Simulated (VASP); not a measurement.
Set up this calculation in VASP 6.6.1, as the native input.

```yaml
Task: relaxation of cell and atoms
Functional: PBEsol
Dispersion: D3(BJ)
Potentials_or_basis: VASP PAW PBE potentials, release 64 (Cu)
Cutoff: 600 eV
k_mesh: 15 × 15 × 14
Occupations: fermi-dirac, width 0.15 eV
Spin: no spin polarisation
Dipole_correction: no
Further_INCAR_settings: ALGO = Normal; EDIFF = 1e-06; ISYM = 0; IBRION = 2; EDIFFG = -0.01; NSW = 80; ISIF = 3
```

The structure of Cu lies in POSCAR:

```
Cu
1.0
    2.4610780000      0.0000000000      0.0000000000
   -0.9222399113      2.2817489932      0.0000000000
   -0.7694191290     -1.1408746222      2.0404176588
Cu
1
Direct
    0.0000000000      0.0000000000      0.0000000000
```

These files were run (other wordings do the same):

INCAR

```
SYSTEM = Cu
  PREC = Accurate
  ENCUT = 600
  EDIFF = 1E-6
  ISMEAR = -1
  SIGMA = 0.15
  LREAL = .FALSE.
  LASPH = .TRUE.
  NELM = 100
  ALGO = Normal
  ISIF = 3
  LWAVE = .FALSE.
  LCHARG = .FALSE.
  GGA = PS
  IVDW = 12
  IBRION = 2
  NSW = 80
  EDIFFG = -0.01
  ISYM = 0
```

KPOINTS

```
regular mesh
0
G
  15 15 14
  0 0 0
```

Potentials or basis: VASP PAW PBE potentials, release 64 (Cu).

Run with:

```console
$ cat potpaw_PBE.64/Cu/POTCAR > POTCAR
$ mpirun -np 1 vasp_std > vasp.out
```

Results of the run:

| Quantity | Value |
| --- | --- |
| Relaxed volume | 10.90 Å³/atom |
| Relaxed cell | a = 2.421 Å, b = 2.421 Å, c = 2.420 Å, α = 108.20°, β = 108.20°, γ = 112.01° |
| Space group after relaxing (to 0.05 Å) | I4/mmm (No. 139) |
| Energy gained by relaxing | 14.8 meV/atom |
| Ionic steps | 3 |
| Pressure after relaxing | 0.0 GPa |
| Dispersion energy per atom | -0.568 eV |

Caveat: the PAW data sets were made with another functional, which shifts forces and pressure a little; pairwise dispersion overbinds metals, which lowers pressure and volume.

Run time: 2.1 min on 1 thread of Intel(R) Xeon(R) 6975P-C (Granite Rapids) (shared host), peak memory 0.35 GiB.
